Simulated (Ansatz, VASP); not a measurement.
**Two plane-wave programs on Ba2C**

The input POSCAR:

```
Ba2C
1.0
    0.0000000000      3.5066490138      3.5066490138
    3.5066490138      0.0000000000      3.5066490138
    3.5066490138      3.5066490138      0.0000000000
C Ba
1 2
Direct
    0.0000000000      0.0000000000      0.0000000000
    0.2500000000      0.2500000000      0.2500000000
    0.7500000000      0.7500000000      0.7500000000
```

INCAR.step1

```
SYSTEM = Ba2C
  PREC = Accurate
  ENCUT = 520
  ISMEAR = -1
  SIGMA = 0.02
  LREAL = .False.
  LASPH = .True.
  NELM = 80
  NBANDS = 19
  GGA = PE
  ALGO = Normal
  EDIFF = 1E-4
  LWAVE = .True.
  LCHARG = .False.
```

INCAR.step2

```
SYSTEM = Ba2C
  PREC = Accurate
  ENCUT = 520
  EDIFF = 1E-6
  ISMEAR = -1
  SIGMA = 0.02
  LREAL = .False.
  LASPH = .True.
  NELM = 80
  ALGO = Normal
  ISIF = 2
  LWAVE = .False.
  LCHARG = .False.
  METAGGA = R2SCAN
  LMIXTAU = .True.
  NBANDS = 19
  ISTART = 1
```

File KPOINTS:

```
Automatic mesh
0
Gamma
  6 6 6
  0 0 0
```

Input for Ansatz:

```yaml
crystal:
  lattice:
    - [0.0, 3.5066490138, 3.5066490138]
    - [3.5066490138, 0.0, 3.5066490138]
    - [3.5066490138, 3.5066490138, 0.0]
  atoms:
    - { symbol: C, position: [0.0, 0.0, 0.0] }
    - { symbol: Ba, position: [0.25, 0.25, 0.25] }
    - { symbol: Ba, position: [0.75, 0.75, 0.75] }
kpoints:
  mp_grid: { grid: [6, 6, 6] }
  band_path:
    path:
      - [0.0, 0.0, 0.0]
      - [0.5, 0.0, 0.5]
      - [0.625, 0.25, 0.625]
      - [0.375, 0.375, 0.75]
      - [0.5, 0.5, 0.5]
      - [0.5, 0.25, 0.75]
      - [0.0, 0.3333333333, -0.3333333333]
    npoints: 1
hamiltonian:
  xc: r2scan
scf:
  occupations: { method: fermi_dirac, width: 0.02 }
  n_extra_bands: 4
output:
  forces: true
  stress: true
  eigenvalues: true
```

Alike in both runs: task single point; functional r2SCAN; k mesh 6 × 6 × 6; occupations fermi-dirac, width 0.02 eV; no spin polarisation.

|  | VASP | Ansatz |
| --- | --- | --- |
| version | VASP 6.6.1 | Ansatz 0.2.0 |
| potentials or method | VASP PAW PBE potentials, release 64 (C, Ba_sv) | plane waves, PAW |
| plane-wave cutoff (eV) | 520 | 500 |
| valence electrons in the cell | 24 | 24 |

VASP gave:

| Quantity | Value |
| --- | --- |
| pressure (GPa) | 1.3 |

Problem. Which values does Ansatz return?

Solution. Pressure (GPa): 0.0.

VASP's potentials were made for PBE, not for r2SCAN.

Neither program's run includes spin-orbit coupling.
